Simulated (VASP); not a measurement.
Wanted: the native input for a VASP 6.6.1 run.

```yaml
Task: single point
Functional: PBEsol
Potentials_or_basis: VASP PAW PBE potentials, release 64 (K_sv, Cl)
Cutoff: 520 eV
k_mesh: 6 × 6 × 6
Occupations: gaussian, width 0.01 eV
Spin: no spin polarisation
Dipole_correction: no
Further_INCAR_settings: ALGO = Normal; EDIFF = 1e-06; NBANDS = 15
```

The structure of KCl lies in POSCAR:

```
KCl
1.0
    0.0000000000      3.1448483172      3.1448483172
    3.1448483172      0.0000000000      3.1448483172
    3.1448483172      3.1448483172      0.0000000000
K Cl
1 1
Direct
    0.0000000000      0.0000000000      0.0000000000
    0.5000000000      0.5000000000      0.5000000000
```

The input as run:

INCAR

```
ALGO = Normal
EDIFF = 1E-6
ENCUT = 520
GGA = PS
ISIF = 2
ISMEAR = 0
LASPH = True
LCHARG = True
LELF = True
LREAL = False
LVHAR = True
LWAVE = False
NBANDS = 15
NELM = 60
PREC = Accurate
SIGMA = 0.01
```

KPOINTS

```
k-points
0
Gamma
  6 6 6
```

Potentials or basis: VASP PAW PBE potentials, release 64 (K_sv, Cl).

Command:

```bash
$ cat potpaw_PBE.64/K_sv/POTCAR potpaw_PBE.64/Cl/POTCAR > POTCAR
$ mpirun -np 1 vasp_std > vasp.out
```

It gave:

| Property | Result |
| --- | --- |
| Pressure | -0.3 GPa |
| Band gap on the k mesh | 5.03 eV, direct |

Caveat: the PAW data sets were made with another functional, which shifts forces and pressure a little.

Wall time 21 s on 1 thread of AMD EPYC 7R13 Processor (Zen 3), with other jobs on the host, peak memory 0.17 GiB.
